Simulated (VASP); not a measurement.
**HfN: single point with LDA**

Crystal: HfN.

```xyz
2
Lattice="0.0000 2.2152 2.2152 2.2152 0.0000 2.2152 2.2152 2.2152 0.0000" Properties=species:S:1:pos:R:3 pbc="T T T"
Hf    0.0000    0.0000    0.0000
N     2.2152    2.2152    2.2152
```

| Property | Result |
| --- | --- |
| Program | VASP 6.6.1 |
| Task | single point |
| Functional | LDA |
| Potentials or basis | VASP PAW LDA potentials, release 64 (Hf_pv, N) |
| Cutoff | 600 eV |
| k mesh | 11 × 11 × 11 |
| Occupations | fermi-dirac, width 0.1 eV |
| Spin | no spin polarisation |

The pressure is 7.0 GPa.

Levels at points of the mesh, in eV from the Fermi level:
| k point | band 5 | band 6 | band 7 | band 8 | band 9 | band 10 | band 11 | band 12 |
| --- | --- | --- | --- | --- | --- | --- | --- | --- |
| (0.00, 0.00, 0.00) | -2.97 | -2.97 | -2.97 | -0.38 | -0.38 | -0.38 | 2.10 | 2.10 |

It used 36 s of CPU time on 1 thread of AMD EPYC 7R13 Processor (Zen 3) (shared host).

Caveat: spin-orbit coupling is left out, which moves the levels of the heavy elements.
